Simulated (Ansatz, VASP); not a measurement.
# BiTe: VASP beside Ansatz

```xyz
2
Lattice="2.3621 1.3638 3.4832 -2.3621 1.3638 3.4832 0.0000 -2.7276 3.4832" Properties=species:S:1:pos:R:3 pbc="T T T"
Bi    0.0000    0.0000    5.2247
Te    0.0000    0.0000    0.0000
```

Change from the starting cell: strain -0.025 along x and y, +0.050 along z, atoms carried along.

Alike in both runs: task single point; functional PBE; k mesh 12 × 12 × 12; occupations gaussian, width 0.15 eV; no spin polarisation.

```csv
,VASP,Ansatz
version,VASP 6.6.1,Ansatz 0.2.0
potentials or method,"VASP PAW PBE potentials, release 64 (Bi_d, Te), cutoff 520 eV","scalar-relativistic, plane waves, PAW"
valence electrons in the cell,21,31
```

VASP gave:

```
gap on the k mesh at the Fermi level (eV)                     : none
pressure (GPa)                                                : 0.6
traceless stress, the component that is largest in VASP (GPa) : -0.18
```

Q: Estimate Ansatz's values.

A: gap on the k mesh at the Fermi level (eV): none; pressure (GPa): 0.7; traceless stress, the component that is largest in VASP (GPa): -0.18.

A gap of «none» marks a metal or a gap that the smearing closes. VASP's potentials hold 21 valence electrons a cell and Ansatz's 31, so a difference there can come from the potentials and not from the codes.

Neither program's run includes spin-orbit coupling.
